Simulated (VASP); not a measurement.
# LiNbO3: relaxation of cell and atoms with PBEsol

LiNbO3:

```
Li Nb O
1.0
     2.57580    1.48714    4.62300
    -2.57580    1.48714    4.62300
     0.00000   -2.97428    4.62300
Li Nb O
2 2 6
Direct
  0.28150 0.28150 0.28150
  0.78150 0.78150 0.78150
  0.00006 0.00006 0.00006
  0.50006 0.50006 0.50006
  0.11231 0.35836 0.71959
  0.71959 0.11231 0.35836
  0.35836 0.71959 0.11231
  0.21959 0.85836 0.61231
  0.85836 0.61231 0.21959
  0.61231 0.21959 0.85836
```

```json
{"Program": "VASP 6.6.1", "Task": "relaxation of cell and atoms", "Functional": "PBEsol", "Potentials or basis": "VASP PAW PBE potentials, release 64 (Li_sv, Nb_sv, O)", "Cutoff": "600 eV", "k mesh": "6 × 6 × 6", "Occupations": "gaussian, width 0.02 eV", "Spin": "no spin polarisation", "Dipole correction": "no", "Further INCAR settings": "ALGO = Normal; EDIFF = 1e-06; IBRION = 2; EDIFFG = -0.005; NSW = 100; ISIF = 3"}
```

* Relaxed volume: 10.49 Å³/atom
* Relaxed cell: a = 5.473 Å, b = 5.473 Å, c = 5.473 Å, α = 55.89°, β = 55.89°, γ = 55.89°
* Space group after relaxing (to 0.05 Å): R3c (No. 161)
* Energy gained by relaxing: 0.9 meV/atom
* Ionic steps: 13
* Pressure after relaxing: 0.0 GPa
* Largest force after relaxing: 0.003 eV/Å
* Band gap on the k mesh: 3.49 eV, indirect (least direct gap 3.50 eV)

Forces in eV/Å, atoms in the order of the input:
```
Li   0.000  0.000  0.002
Li   0.000  0.000  0.002
Nb   0.000  0.000  0.003
Nb   0.000  0.000  0.003
O    0.000  0.000 -0.002
O    0.000  0.000 -0.002
O    0.000  0.000 -0.002
O    0.000  0.000 -0.002
O    0.000  0.000 -0.002
O    0.000  0.000 -0.002
```

The path:
```csv
step,energy change (eV),largest force (eV/Å),pressure (GPa),volume (Å³)
1,0.0000,0.1566,-1.17,106.25
2,-0.0054,0.1234,0.73,105.06
3,-0.0055,0.1277,0.48,105.21
4,-0.0072,0.0701,-0.21,105.08
5,-0.0076,0.0452,-0.01,105.12
6,-0.0080,0.0313,-0.05,105.10
7,-0.0085,0.0132,-0.14,105.04
8,-0.0086,0.0279,0.20,104.84
9,-0.0086,0.0227,0.10,104.90
10,-0.0087,0.0067,0.01,104.87
11,-0.0087,0.0082,-0.01,104.86
12,-0.0087,0.0080,0.00,104.86
13,-0.0088,0.0033,-0.01,104.86
```

Final structure:
```xyz
10
Lattice="2.5646 1.4807 4.6025 -2.5646 1.4807 4.6025 0.0000 -2.9613 4.6025" Properties=species:S:1:pos:R:3 pbc="T T T"
Li    0.0000    0.0000    3.8885
Li    0.0000    0.0000   10.7922
Nb    0.0000    0.0000   13.7946
Nb    0.0000    0.0000    6.8909
O    -0.6436   -1.4326    5.4821
O     1.5624    0.1590    5.4821
O    -0.9189    1.2736    5.4821
O    -1.6457   -0.2070    7.7834
O     0.6436    1.5287    7.7834
O     1.0021   -1.3217    7.7834
```

Levels at points of the mesh, in eV from the valence-band top:
```tsv
k point	band 31	band 32	band 33	band 34	band 35	band 36	band 37	band 38
(0.00, 0.00, 0.00)	-0.66	-0.50	-0.01	-0.01	3.49	3.49	3.93	5.14
(0.50, 0.00, 0.00)	-0.30	-0.30	-0.22	-0.22	3.88	3.88	4.70	4.70
(0.50, 0.50, 0.00)	-0.70	-0.67	-0.46	-0.21	3.57	4.09	4.59	4.61
(0.50, 0.50, 0.50)	-0.31	-0.31	-0.31	-0.31	4.62	4.62	4.84	4.84
```

Run time: 39 min on 1 thread of Oxide Virtual Turin-like Processor, with other jobs on the host, peak memory 0.37 GiB.

Caveat: the cutoff is under 1.25 times the usual one of these potentials, so pressure, stress and relaxed cells hold a basis-set (Pulay) error; the PAW data sets were made with another functional, which shifts forces and pressure a little. PBEsol gaps usually lie below the measured ones, often by a third to a half.
